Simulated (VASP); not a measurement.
Ta: single point with PBE

The system is Ta.

```
Ta
1.0
    -1.67605    1.67605    1.60174
     1.67605   -1.67605    1.60174
     1.67605    1.67605   -1.60174
Ta
1
Direct
  0.00000 0.00000 0.00000
```

This cell differs from its parent crystal: strain +0.015 along x and y, -0.030 along z.

- Program: VASP 6.6.1
- Task: single point
- Functional: PBE
- Potentials or basis: VASP PAW PBE potentials, release 64 (Ta_pv)
- Cutoff: 520 eV
- k mesh: 20 × 20 × 20
- Occupations: gaussian, width 0.15 eV
- Spin: no spin polarisation
- Dipole correction: no
- Further INCAR settings: ALGO = Normal; EDIFF = 1e-06; NBANDS = 12

The pressure is 3.6 GPa.

Stress tensor (GPa, compression positive):
```
1.92 0.00 0.00
0.00 1.92 0.00
0.00 0.00 6.97
```

Levels at points of the mesh, in eV from the Fermi level:
```tsv
k point	band 1	band 2	band 3	band 4	band 5	band 6	band 7	band 8	band 9	band 10
(0.00, 0.00, 0.00)	-33.08	-33.08	-33.06	-7.92	0.36	0.95	0.95	3.58	4.39	14.70
(0.50, 0.00, 0.00)	-34.24	-33.47	-33.10	-4.37	-1.73	1.71	3.99	5.22	7.81	11.83
(0.50, 0.50, 0.00)	-34.26	-33.41	-33.06	-4.41	-1.13	1.37	3.37	4.66	7.71	11.54
(0.50, 0.50, 0.50)	-33.93	-33.93	-33.81	-3.87	-3.75	6.78	6.78	6.97	8.27	8.27
```

Wall time 75 s on 1 thread of AMD EPYC 7R13 Processor (Zen 3), on a shared host, peak memory 0.22 GiB.

Caveat: the cell differs from its parent crystal (strain +0.015 along x and y, -0.030 along z); spin-orbit coupling is left out, which moves the levels of the heavy elements.
